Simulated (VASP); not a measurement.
Wanted: the native input for a VASP 6.6.1 run.

```yaml
Task: electric field gradients
Functional: PBE
Potentials_or_basis: VASP PAW PBE potentials, release 64 (Sn_d, Se)
Cutoff: 520 eV
k_mesh: 12 × 12 × 12
Occupations: fermi-dirac, width 0.03 eV
Spin: no spin polarisation
Dipole_correction: no
Further_INCAR_settings: ALGO = Normal; EDIFF = 1e-08; NBANDS = 17
```

The structure of SnSe (CsCl type) lies in POSCAR:

```
SnSe
1.0
    3.6796456177      0.0000000000      0.0000000000
    0.0000000000      3.6796456177      0.0000000000
    0.0000000000      0.0000000000      3.6796456177
Sn Se
1 1
Direct
    0.0000000000      0.0000000000      0.0000000000
    0.5000000000      0.5000000000      0.5000000000
```

The input as run:

INCAR

```
SYSTEM = SnSe
PREC = Accurate
ENCUT = 520
EDIFF = 1E-8
ISMEAR = -1
SIGMA = 0.03
LREAL = .False.
LASPH = .True.
NELM = 80
ALGO = Normal
ISIF = 2
LWAVE = .False.
LCHARG = .False.
GGA = PE
LEFG = .True.
NBANDS = 17
```

KPOINTS

```
regular mesh
0
Gamma
  12 12 12
  0 0 0
```

Potentials or basis: VASP PAW PBE potentials, release 64 (Sn_d, Se).

Command:

```bash
$ cat potpaw_PBE.64/Sn_d/POTCAR potpaw_PBE.64/Se/POTCAR > POTCAR
$ mpirun -np 1 vasp_std > vasp.out
```

It gave:

| Quantity | Value |
| --- | --- |
| Pressure | 0.0 GPa |
| Band gap on the k mesh | zero (band 10 reaches 6.52 eV, above the bottom of band 11 at 5.14 eV) |

Caveat: without QUAD_EFG the Cq values of the log hold for a quadrupole moment of 1 mb, not for the nuclei; spin-orbit coupling is left out, which moves the levels of the heavy elements.

Wall time 30 s on 1 thread of AMD EPYC 9R45 96-Core Processor (Zen 5), with other jobs on the host, peak memory 0.18 GiB.
